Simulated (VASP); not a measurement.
Cd:

```
Cd
1.0
     2.87000    0.00000    0.00000
     0.00000    2.87000    0.00000
     0.00000    0.00000    2.87000
Cd
1
Direct
  0.00000 0.00000 0.00000
```

This isn't the form of Cd at room conditions, which is hcp.

- Program: VASP 6.6.1
- Task: relaxation of cell and atoms
- Functional: PBE
- Potentials or basis: VASP PAW PBE potentials, release 64 (Cd_sv_GW)
- Cutoff: 630 eV
- k mesh: 7 × 7 × 7
- Occupations: gaussian, width 0.1 eV
- Spin: no spin polarisation

At the start: pressure 5.8 GPa; volume 23.64 Å³/atom.

Problem. Where does the relaxation end?

Solution. Over 3 steps the energy falls by 45.7 meV/atom and the volume is 26.46 Å³/atom (+11.9 %); space group Pm-3m (No. 221, to 0.1 Å) before and after.

Step by step:
| step | energy change (eV) | largest force (eV/Å) | pressure (GPa) | volume (Å³) |
| --- | --- | --- | --- | --- |
| 1 | 0.0000 | 0.0000 | 5.76 | 23.64 |
| 2 | -0.0456 | 0.0000 | -0.30 | 26.67 |
| 3 | -0.0457 | 0.0000 | 0.01 | 26.46 |

Final structure:
```
CELL_PARAMETERS angstrom
2.97970 0.00000 0.00000
0.00000 2.97970 0.00000
0.00000 0.00000 2.97970
ATOMIC_POSITIONS crystal
Cd 0.00000 0.00000 0.00000
```
